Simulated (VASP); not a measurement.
Zr2O: single point with r2SCAN

Zr2O:

```
CELL_PARAMETERS angstrom
3.18165 0.00000 0.00000
0.00000 3.18165 0.00000
0.00000 0.00000 4.71174
ATOMIC_POSITIONS crystal
Zr 0.00000 0.00000 0.50000
Zr 0.50000 0.50000 0.00000
O 0.00000 0.00000 0.00000
```

```json
{"Program": "VASP 6.6.1", "Task": "single point", "Functional": "r2SCAN", "Potentials or basis": "VASP PAW PBE potentials, release 64 (Zr_sv, O)", "Cutoff": "520 eV", "k mesh": "14 × 14 × 10", "Occupations": "gaussian, width 0.1 eV", "Spin": "no spin polarisation", "Dipole correction": "no", "Further INCAR settings": "ALGO = Normal; EDIFF = 1e-06; NBANDS = 22"}
```

| Item | Value |
| --- | --- |
| Pressure | -0.8 GPa |
| Band gap on the k mesh | zero (band 15 reaches 11.03 eV, above the bottom of band 16 at 9.80 eV) |

Stress tensor (GPa, compression positive):
```
-1.14  0.00  0.00
 0.00 -1.14  0.00
 0.00  0.00 -0.24
```

Levels at points of the mesh, in eV from the Fermi level:
```tsv
k point	band 11	band 12	band 13	band 14	band 15	band 16	band 17	band 18	band 19	band 20
(0.00, 0.00, 0.00)	-5.79	-5.79	-4.93	-2.88	0.21	0.68	0.68	2.24	2.78	2.80
(0.50, 0.00, 0.00)	-7.63	-6.75	-1.40	-1.37	-1.04	1.21	2.35	2.69	2.72	2.99
(0.50, 0.50, 0.00)	-6.29	-5.94	-3.10	-2.83	-2.83	3.59	4.43	4.68	4.68	4.70
(0.00, 0.00, 0.50)	-5.92	-5.92	-3.41	-2.12	-1.10	-0.12	2.10	2.10	2.88	3.04
(0.50, 0.00, 0.50)	-8.06	-7.75	-1.94	-1.49	0.71	0.97	2.78	3.24	3.72	4.82
(0.50, 0.50, 0.50)	-6.53	-6.53	-1.86	-1.12	-1.12	0.76	0.76	1.90	3.97	5.07
```

It took 14 min on 1 thread of AMD EPYC 7R43 64-Core Processor (Zen 3), with other jobs on the host, peak memory 0.27 GiB.

Caveat: the PAW data sets were made with another functional, which shifts forces and pressure a little.
